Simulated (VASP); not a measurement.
Wanted: the native input for a VASP 6.6.1 run.

```yaml
Task: single point
Functional: LDA
Potentials_or_basis: VASP PAW LDA potentials, release 64 (Al)
Cutoff: 500 eV
k_mesh: 9 × 9 × 9
Occupations: methfessel-paxton, width 0.1 eV
Spin: no spin polarisation
Dipole_correction: no
Further_INCAR_settings: ALGO = Normal; EDIFF = 1e-06; NBANDS = 8
```

The structure of Al lies in POSCAR:

```
Al
1.0
    0.0000000000      1.9878639815      1.9878639815
    1.9878639815      0.0000000000      1.9878639815
    1.9878639815      1.9878639815      0.0000000000
Al
1
Direct
    0.0000000000      0.0000000000      0.0000000000
```

These files were run (other wordings do the same):

INCAR

```
PREC = Accurate
ENCUT = 500
EDIFF = 1E-6
ISMEAR = 1
SIGMA = 0.1
LREAL = False
LASPH = True
NELM = 120
ALGO = Normal
ISIF = 2
LWAVE = False
LCHARG = True
GGA = CA
LELF = True
LVHAR = True
NBANDS = 8
GGA_COMPAT = False
```

KPOINTS

```
regular mesh
0
Gamma
  9 9 9
```

Potentials or basis: VASP PAW LDA potentials, release 64 (Al).

The run is started by

```sh
$ cat potpaw_LDA.64/Al/POTCAR > POTCAR
$ mpirun -np 1 vasp_std > vasp.out
```

It gave:

```yaml
Pressure: 1.1 GPa
```

Run time: 3.1 s on 1 thread of Intel Xeon 6975P-C, on a shared host, peak memory 0.12 GiB.
